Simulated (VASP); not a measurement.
# BN (zinc blende type) (F-43m) in VASP: notebook

Runs on BN (zinc blende type). Level: HSE06. Tasks: single point.

Program: VASP 6.6.1. These are calculated values, not measurements. Logs are shortened: lines on timing, memory, paths and dates and some standing lists are left out, and cuts for length are marked.

## (1) The cell of the first run

The structure is cubic, space group F-43m (No. 216). Conventional cell: a = 3.642 Å, b = 3.642 Å, c = 3.642 Å, α = 90.00°, β = 90.00°, γ = 90.00°. Within 2.1 Å of B (site symmetry -43m) lie 4 N at 1.58 Å. Within 2.1 Å of N (site symmetry -43m) lie 4 B at 1.58 Å.

## (2) Single point, HSE06

POSCAR reads:

```
BN
1.0
    0.0000000000      1.8210299446      1.8210299446
    1.8210299446      0.0000000000      1.8210299446
    1.8210299446      1.8210299446      0.0000000000
B N
1 1
Direct
    0.0000000000      0.0000000000      0.0000000000
    0.2500000000      0.2500000000      0.2500000000
```

INCAR.step1 reads:

```
SYSTEM = BN
ALGO = Normal ; EDIFF = 1E-5
ENCUT = 520 ; GGA = PE
ISIF = 2 ; ISMEAR = -1
LASPH = .TRUE. ; LREAL = .FALSE.
LWAVE = .TRUE. ; NBANDS = 11
NELM = 60 ; PREC = Accurate
SIGMA = 0.05
```

INCAR.step2 reads:

```
SYSTEM = BN
ALGO = Normal ; EDIFF = 1E-6
ENCUT = 520 ; GGA = PE
HFSCREEN = 0.2079 ; ISIF = 2
ISMEAR = -1 ; ISTART = 1
LASPH = .TRUE. ; LCHARG = .TRUE.
LELF = .TRUE. ; LHFCALC = .TRUE.
LREAL = .FALSE. ; LVHAR = .TRUE.
LWAVE = .FALSE. ; NBANDS = 11
NELM = 60 ; PREC = Accurate
PRECFOCK = Normal ; SIGMA = 0.05
```

KPOINTS reads:

```
k-points
0
G
  4 4 4
  0 0 0
```

Potentials or basis: VASP PAW PBE potentials, release 64 (B, N).

Run with:

```
> cat potpaw_PBE.64/B/POTCAR potpaw_PBE.64/N/POTCAR > POTCAR
> cp INCAR.step1 INCAR
> mpirun -np 1 vasp_std > vasp.out
> cp INCAR.step2 INCAR
> mpirun -np 1 vasp_std > vasp.out
```

OUTCAR:

```text
SYSTEM = BN
   EDIFF = 1E-6
   ENCUT = 520
   GGA = PE
   HFSCREEN = 0.2079
   ISIF = 2
   ISMEAR = -1
   ISTART = 1
   LASPH = .TRUE.
   LHFCALC = .TRUE.
   LREAL = .FALSE.
   NELM = 60
   PREC = Accurate
   PRECFOCK = Normal

 ion  position               nearest neighbor table
   1  0.000  0.000  0.000-   2 1.58   2 1.58   2 1.58   2 1.58
   2  0.250  0.250  0.250-   1 1.58   1 1.58   1 1.58   1 1.58

  LATTYP: Found a face centered cubic cell.
 ALAT       =     3.6420598892

  Lattice vectors:

 A1 = (   0.0000000000,   1.8210299446,   1.8210299446)
 A2 = (   1.8210299446,   0.0000000000,   1.8210299446)
 A3 = (   1.8210299446,   1.8210299446,   0.0000000000)

Analysis of symmetry for initial positions (statically):
=====================================================================
 Subroutine PRICEL returns:
 Original cell was already a primitive cell.

 Routine SETGRP: Setting up the symmetry group for a
 face centered cubic supercell.

 Subroutine GETGRP returns: Found 24 space group operations
 (whereof 24 operations were pure point group operations)
 out of a pool of 48 trial point group operations.

The static configuration has the point symmetry T_d .

Analysis of symmetry for dynamics (positions and initial velocities):
=====================================================================
 Subroutine PRICEL returns:
 Original cell was already a primitive cell.

 Routine SETGRP: Setting up the symmetry group for a
 face centered cubic supercell.

 Subroutine GETGRP returns: Found 24 space group operations
 (whereof 24 operations were pure point group operations)
 out of a pool of 48 trial point group operations.

The dynamic configuration has the point symmetry T_d .

 Subroutine INISYM returns: Found 24 space group operations
 (whereof 24 operations are pure point group operations),
 and found     1 'primitive' translations

----------------------------------------------------------------------------------------

                                     Primitive cell

  volume of cell :      12.0776

  direct lattice vectors                    reciprocal lattice vectors
     0.000000000  1.821029945  1.821029945    -0.274569895  0.274569895  0.274569895
     1.821029945  0.000000000  1.821029945     0.274569895 -0.274569895  0.274569895
     1.821029945  1.821029945  0.000000000     0.274569895  0.274569895 -0.274569895

  length of vectors
     2.575325245  2.575325245  2.575325245     0.475569008  0.475569008  0.475569008

  position of ions in fractional coordinates (direct lattice)
     0.000000000  0.000000000  0.000000000
     0.250000000  0.250000000  0.250000000

  ion indices of the primitive-cell ions
   primitive index   ion index
                 1           1
                 2           2

----------------------------------------------------------------------------------------

 KPOINTS: k-points

Automatic generation of k-mesh.
 Grid dimensions read from file:
 generate k-points for:    4    4    4

 Generating k-lattice:

  Cartesian coordinates                     Fractional coordinates (reciprocal lattice)
    -0.068642474  0.068642474  0.068642474     0.250000000  0.000000000  0.000000000
     0.068642474 -0.068642474  0.068642474     0.000000000  0.250000000  0.000000000
     0.068642474  0.068642474 -0.068642474     0.000000000  0.000000000  0.250000000

  Length of vectors
     0.118892252  0.118892252  0.118892252

  Shift w.r.t. Gamma in fractional coordinates (k-lattice)
     0.000000000  0.000000000  0.000000000

 Subroutine IBZKPT returns following result:
 ===========================================

 Found      8 irreducible k-points:

 Following reciprocal coordinates:
            Coordinates               Weight
  0.000000  0.000000  0.000000      1.000000
  0.250000  0.000000  0.000000      8.000000
  0.500000  0.000000  0.000000      4.000000
  0.250000  0.250000  0.000000      6.000000
  0.500000  0.250000  0.000000     24.000000
 -0.250000  0.250000  0.000000     12.000000
  0.500000  0.500000  0.000000      3.000000
 -0.250000  0.500000  0.250000      6.000000
   k-points           NKPTS =      8   k-points in BZ     NKDIM =     64   number of bands    NBANDS=     11
   number of dos      NEDOS =    301   number of ions     NIONS =      2
   total plane-waves  NPLWV =   8000
   dimension x,y,z NGX =    20 NGY =   20 NGZ =   20
   dimension x,y,z NGXF=    40 NGYF=   40 NGZF=   40
   ions per type =               1   1
   NGX,Y,Z   is equivalent  to a cutoff of  12.91, 12.91, 12.91 a.u.
   NGXF,Y,Z  is equivalent  to a cutoff of  25.82, 25.82, 25.82 a.u.
 SYSTEM =  BN
   PREC   = accura    normal or accurate (medium, high low for compatibility)
   ISTART =      1    job   : 0-new  1-cont  2-samecut
   ICHARG =      0    charge: 1-file 2-atom 10-const
   ISPIN  =      1    spin polarized calculation?
   LNONCOLLINEAR =      F non collinear calculations
   LSORBIT =      F    spin-orbit coupling
   LASPH  =      T    aspherical Exc in radial PAW
   ENCUT  =  520.0 eV  38.22 Ry    6.18 a.u.   4.79  4.79  4.79*2*pi/ulx,y,z
   NELM   =     60;   NELMIN=  2; NELMDL=  0     # of ELM steps
   EDIFF  = 0.1E-05   stopping-criterion for ELM
   LREAL  =      F    real-space projection
   EDIFFG = 0.1E-04   stopping-criterion for IOM
   NSW    =      0    number of steps for IOM
   IBRION =     -1    ionic relax: 0-MD 1-quasi-New 2-CG
   NFREE  =      0    steps in history (QN), initial steepest desc. (CG)
   ISIF   =      2    stress and relaxation
   ISYM   =      3    0-nonsym 1-usesym 2-fastsym
   POTIM  = 0.5000    time-step for ionic-motion
   TEBEG  =    0.0;   TEEND  =   0.0 temperature during run
   PSTRESS=    0.0 pullay stress
   NELECT =       8.0000    total number of electrons
   NUPDOWN=      -1.0000    fix difference up-down
   EMIN   =  10.00;   EMAX   =-10.00  energy-range for DOS
   EFERMI =   0.00;   METHOD = LEGACY
   ISMEAR =    -1;   SIGMA  =   0.05  broadening in eV -4-tet -1-fermi 0-gaus
   EFERMI_NEDOS =   21; number of points for ismear=-14 and -15
   IALGO  =     38    algorithm
   IMIX   =      1    mixing-type and parameters
     AMIX     =   0.40;   BMIX     =  1.00
     AMIX_MAG =   1.60;   BMIX_MAG =  1.00
  volume/ion in A,a.u.               =       6.04        40.75
  Fermi-wavevector in a.u.,A,eV,Ry     =   1.427067  2.696766 27.708545  2.036521
  Thomas-Fermi vector in A             =   2.547277
   LORBIT       =      0    0 simple, 1 ext, 2 COOP (PROOUT), +10 PAW based schemes
   GGA     = PE    functional components
   LHFCALC =     T    Hartree Fock is set to
   PRECFOCK=normal    Normal, Fast or Accurate (Low or Medium for compatibility)
   ENCUT4O =  -1.0   cutoff for four orbital integrals eV
   NKREDX  =     1    reduce k-point grid by
   NKREDY  =     1    reduce k-point grid by
   NKREDZ  =     1    reduce k-point grid by
   AEXX    =    0.2500 exact exchange contribution
   HFSCREEN=    0.2079 screening length (either q_TF or 0.3 A-1)
   HFSCREENC=   0.2079 screening length for correlation (either q_TF or 0.3 A-1)
   ENCUTFOCK=  -1.0 apply spherical cutoff to Coloumb kernel
   IVDW    =     0    specifies the selected vdW correction
   LEPSILON=     F    determine dielectric tensor
   LRPA    =     F    only Hartree local field effects (RPA)
 non-spin polarized calculation
  energy-cutoff  :      520.00
  volume of cell :       12.08
 maximum number of plane-waves:       332
  NGX = 16; NGY = 16; NGZ = 16

 number of electron       8.0000000 magnetization

 Free energy of the ion-electron system (eV)
  ---------------------------------------------------
  ext. energy  EPLUGINS =         0.00000000
  ---------------------------------------------------
  free energy    TOTEN  =       -20.24768162 eV

  energy without entropy =      -20.24768162  energy(sigma->0) =      -20.24768162

 E-fermi :   7.4025     XC(G=0): -10.3968

 val. band max:        6.2828462381   @ k =   0.0000   0.0000   0.0000
 cond. band min:      12.0501554668   @ k =   0.5000   0.5000   0.0000
 fundamental gap:      5.7673092288
 Fermi energy:         7.4024791137

 k-point     1 :       0.0000    0.0000    0.0000
  band No.  band energies     occupation
      1     -15.5418      2.00000
      2       6.2828      2.00000
      3       6.2828      2.00000
      4       6.2828      2.00000
      5      16.7324      0.00000
      6      16.7324      0.00000
      7      16.7324      0.00000
      8      18.0659      0.00000
      9      32.5808      0.00000
     10      35.7537      0.00000
     11      35.7537      0.00000

 k-point     2 :       0.2500    0.0000    0.0000
  band No.  band energies     occupation
      1     -13.9779      2.00000
      2       0.4353      2.00000
      3       5.0998      2.00000
      4       5.0998      2.00000
      5      17.4044      0.00000
      6      18.3217      0.00000
      7      18.3217      0.00000
      8      21.6396      0.00000
      9      31.3443      0.00000
     10      31.5181      0.00000
     11      31.5181      0.00000

 k-point     3 :       0.5000    0.0000    0.0000
  band No.  band energies     occupation
      1     -11.1254      2.00000
      2      -5.1183      2.00000
      3       4.2257      2.00000
      4       4.2257      2.00000
      5      17.8453      0.00000
      6      18.6724      0.00000
      7      18.6724      0.00000
      8      23.4371      0.00000
      9      31.5077      0.00000
     10      34.9722      0.00000
     11      35.0670      0.00000

 k-point     4 :       0.2500    0.2500    0.0000
  band No.  band energies     occupation
      1     -13.4638      2.00000
      2       1.9624      2.00000
      3       3.1161      2.00000
      4       3.1161      2.00000
      5      14.5160      0.00000
      6      19.3773      0.00000
      7      21.5962      0.00000
      8      21.5962      0.00000
      9      26.2423      0.00000
     10      35.2429      0.00000
     11      38.6486      0.00000

 k-point     5 :       0.5000    0.2500    0.0000
  band No.  band energies     occupation
      1     -10.6439      2.00000
      2      -3.0676      2.00000
      3       0.7998      2.00000
      4       2.4189      2.00000
      5      15.2652      0.00000
      6      21.0285      0.00000
      7      22.6624      0.00000
      8      22.6972      0.00000
      9      28.1776      0.00000
     10      34.7170      0.00000
     11      36.7200      0.00000

 k-point     6 :      -0.2500    0.2500    0.0000
  band No.  band energies     occupation
      1     -11.6853      2.00000
      2      -1.8186      2.00000
      3       0.3376      2.00000
      4       4.0768      2.00000
      5      17.5505      0.00000
      6      20.2750      0.00000
      7      20.8273      0.00000
      8      22.6327      0.00000
      9      29.6262      0.00000
     10      29.9199      0.00000
     11      35.0171      0.00000

 k-point     7 :       0.5000    0.5000    0.0000
  band No.  band energies     occupation
      1      -9.6720      2.00000
      2      -3.3180      2.00000
      3       1.0865      2.00000
      4       1.0865      2.00000
      5      12.0502      0.00000
      6      16.8976      0.00000
      7      26.3903      0.00000
      8      26.3903      0.00000
      9      29.1459      0.00000
     10      35.4714      0.00000
     11      41.6676      0.00000

 k-point     8 :      -0.2500    0.5000    0.2500
  band No.  band energies     occupation
      1      -9.3685      2.00000
      2      -1.9421      2.00000
      3      -1.0615      2.00000
      4      -0.5196      2.00000
      5      17.4204      0.00000
      6      21.3717      0.00000
      7      22.4207      0.00000
      8      22.7810      0.00000
      9      27.6920      0.00000
     10      33.8697      0.00000
     11      37.6209      0.00000

------------------------ aborting loop because EDIFF is reached ----------------------------------------

  FORCE on cell =-STRESS in cart. coord.  units (eV):
  Direction    XX          YY          ZZ          XY          YZ          ZX
  --------------------------------------------------------------------------------------
  -------------------------------------------------------------------------------------
  Total       -1.0173099     -1.0173099     -1.0173099      0.0000000     -0.0000000     -0.0000000
  in kB     -134.9530224   -134.9530224   -134.9530224      0.0000000     -0.0000000     -0.0000000
  external PRESSURE =    -134.9530224 kB  Pullay stress =       0.0000000 kB

 VOLUME and BASIS-vectors are now :
 -----------------------------------------------------------------------------
  energy-cutoff  :      520.00
  volume of cell :       12.08
      direct lattice vectors                 reciprocal lattice vectors
     0.000000000  1.821029945  1.821029945    -0.274569895  0.274569895  0.274569895
     1.821029945  0.000000000  1.821029945     0.274569895 -0.274569895  0.274569895
     1.821029945  1.821029945  0.000000000     0.274569895  0.274569895 -0.274569895

 POSITION                                       TOTAL-FORCE (eV/Angst)
 -----------------------------------------------------------------------------------
      0.00000      0.00000      0.00000         0.000000     -0.000000     -0.000000
      0.91051      0.91051      0.91051        -0.000000      0.000000      0.000000
 -----------------------------------------------------------------------------------
    total drift:                               -0.000001     -0.000001     -0.000001

  FREE ENERGIE OF THE ION-ELECTRON SYSTEM (eV)
  ---------------------------------------------------
  free  energy   TOTEN  =       -20.2476816221 eV

  energy  without entropy=      -20.2476816220  energy(sigma->0) =      -20.24768162
```

It took 23 s on 1 thread of Intel Xeon Platinum 8488C (Sapphire Rapids), shared host; peak memory 0.22 GiB.

Results:

```yaml
Free_energy: -20.2477 eV
Pressure: -13.5 GPa
Band_gap_on_the_k_mesh: 5.77 eV, indirect (least direct gap 10.45 eV)
```

Caveat: the k points lie up to 0.75 Å⁻¹ apart; the PAW data sets were made with another functional, which shifts forces and pressure a little. A k mesh can miss the band edges.

## (3) Single point, HSE06

This run uses another cell than the first one, of 6.22 Å³/atom, 1.030 times its volume.

POSCAR reads:

```
BN
1.0
    0.0000000000      1.8388843179      1.8388843179
    1.8388843179      0.0000000000      1.8388843179
    1.8388843179      1.8388843179      0.0000000000
B N
1 1
Direct
    0.0000000000      0.0000000000      0.0000000000
    0.2500000000      0.2500000000      0.2500000000
```

INCAR.step1 reads:

```
SYSTEM = BN
PREC = Accurate
ENCUT = 520
EDIFF = 1E-5
ISMEAR = -1
SIGMA = 0.05
LREAL = .False.
LASPH = .True.
NELM = 80
ALGO = Normal
ISIF = 2
LWAVE = .True.
LCHARG = .False.
GGA = PE
NBANDS = 11
```

INCAR.step2 reads:

```
SYSTEM = BN
PREC = Accurate
ENCUT = 520
EDIFF = 1E-7
ISMEAR = -1
SIGMA = 0.05
LREAL = .False.
LASPH = .True.
NELM = 80
ALGO = Normal
ISIF = 2
LWAVE = .False.
LCHARG = .False.
GGA = PE
LHFCALC = .True.
HFSCREEN = 0.2079
PRECFOCK = Normal
ISTART = 1
NBANDS = 11
```

KPOINTS reads:

```
Automatic mesh
0
Gamma
  4 4 4
  0 0 0
```

Potentials or basis: VASP PAW PBE potentials, release 64 (B, N).

Run with:

```
> cat potpaw_PBE.64/B/POTCAR potpaw_PBE.64/N/POTCAR > POTCAR
> cp INCAR.step1 INCAR
> mpirun -np 1 vasp_std > vasp.out
> cp INCAR.step2 INCAR
> mpirun -np 1 vasp_std > vasp.out
```

Wall time 36 s (1 thread of Intel Xeon Platinum 8259CL at 2.50GHz (Skylake/Cascade Lake), shared host); peak memory 0.21 GiB.

It converged, with:

```yaml
Free_energy: -20.2070 eV
Pressure: -23.3 GPa
Band_gap_on_the_k_mesh: 5.73 eV, indirect (least direct gap 10.30 eV)
```

Levels at points of the mesh, in eV from the valence-band top:
```tsv
k point	band 1	band 2	band 3	band 4	band 5	band 6	band 7	band 8	band 9
(0.00, 0.00, 0.00)	-21.49	0.00	0.00	0.00	10.30	10.30	10.30	11.29	25.73
(0.50, 0.00, 0.00)	-17.22	-11.13	-2.00	-2.00	11.17	12.22	12.22	16.84	24.79
(0.50, 0.50, 0.00)	-15.80	-9.41	-5.05	-5.05	5.73	10.44	19.64	19.64	22.34
```

Caveat: the k points lie up to 0.74 Å⁻¹ apart; the PAW data sets were made with another functional, which shifts forces and pressure a little.
